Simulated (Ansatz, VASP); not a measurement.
**Be2ZnSe3: VASP beside Ansatz**

INCAR

```
PREC = Accurate ; ENCUT = 600
EDIFF = 1E-7 ; ISMEAR = 0
SIGMA = 0.1 ; LREAL = F
LASPH = T ; NELM = 100
ALGO = Normal ; ISIF = 3
LWAVE = F ; LCHARG = F
GGA = PE ; IBRION = 2
NSW = 90 ; EDIFFG = -0.04
```

The input KPOINTS:

```
regular mesh
0
Gamma
  6 6 1
```

Contents of POSCAR:

```
Be2ZnSe3
1.0
    3.3183405300      0.0000000000      0.0000000000
   -1.6591702600      2.8737672000      0.0000000000
    0.0000000000      0.0000000000     19.7458110900
Be Zn Se
4 2 6
Direct
    0.3333333300      0.6666666700      0.9315614100
    0.6666666700      0.3333333300      0.0684385900
    0.6666666700      0.3333333300      0.4315614100
    0.3333333300      0.6666666700      0.5684385900
    0.0000000000      0.0000000000      0.2500000000
    0.0000000000      0.0000000000      0.7500000000
    0.0000000000      0.0000000000      0.0000000000
    0.3333333300      0.6666666700      0.1247978300
    0.3333333300      0.6666666700      0.3752021700
    0.0000000000      0.0000000000      0.5000000000
    0.6666666700      0.3333333300      0.6247978300
    0.6666666700      0.3333333300      0.8752021700
```

Input for Ansatz:

```yaml
crystal:
  lattice:
    - [3.31834053, 0.0, 0.0]
    - [-1.65917026, 2.8737672, 0.0]
    - [0.0, 0.0, 19.74581109]
  atoms:
    - { symbol: Be, position: [0.33333333, 0.66666667, 0.93156141] }
    - { symbol: Be, position: [0.66666667, 0.33333333, 0.06843859] }
    - { symbol: Be, position: [0.66666667, 0.33333333, 0.43156141] }
    - { symbol: Be, position: [0.33333333, 0.66666667, 0.56843859] }
    - { symbol: Zn, position: [0.0, 0.0, 0.25] }
    - { symbol: Zn, position: [0.0, 0.0, 0.75] }
    - { symbol: Se, position: [0.0, 0.0, 0.0] }
    - { symbol: Se, position: [0.33333333, 0.66666667, 0.12479783] }
    - { symbol: Se, position: [0.33333333, 0.66666667, 0.37520217] }
    - { symbol: Se, position: [0.0, 0.0, 0.5] }
    - { symbol: Se, position: [0.66666667, 0.33333333, 0.62479783] }
    - { symbol: Se, position: [0.66666667, 0.33333333, 0.87520217] }
basis:
  ecutwfc: 420
kpoints:
  mp_grid: { grid: [6, 6, 1] }
hamiltonian:
  xc: pbe
scf:
  occupations: { method: gaussian, width: 0.1 }
  lower_state_search: "off"
output:
  forces: true
  stress: true
  eigenvalues: true
relax:
  adjacent_minimum: "off"
  f_tol: 0.04
  max_steps: 70
  cell: { stress_tol: 0.4 }
```

Change from the starting cell: species swapped into the Ti3SnC2 type (P6_3/mmc, No. 194).

Alike in both runs: task relaxation of cell and atoms; functional PBE; k mesh 6 × 6 × 1; occupations gaussian, width 0.1 eV; no spin polarisation.

```csv
,VASP,Ansatz
version,VASP 6.6.1,Ansatz 0.2.0
potentials or method,"VASP PAW PBE potentials, release 64 (Be, Zn, Se), cutoff 600 eV","scalar-relativistic, plane waves, PAW"
valence electrons in the cell,68,128
```

Ansatz gave:

* gap on the k mesh at the Fermi level, each at its own relaxed structure (eV): none
* relaxed volume (Å³/atom): 16.57
* relaxed cell length with the largest relative difference (Å): 3.558

Task: What did VASP give for the same quantities?

Result: gap on the k mesh at the Fermi level, each at its own relaxed structure (eV): none; relaxed volume (Å³/atom): 16.58; relaxed cell length with the largest relative difference (Å): 3.560.

A gap of «none» marks a metal or a gap that the smearing closes. VASP's potentials hold 68 valence electrons a cell and Ansatz's 128, so a difference there can come from the potentials and not from the codes.

The k mesh is coarse, so the values compare programs but aren't converged.
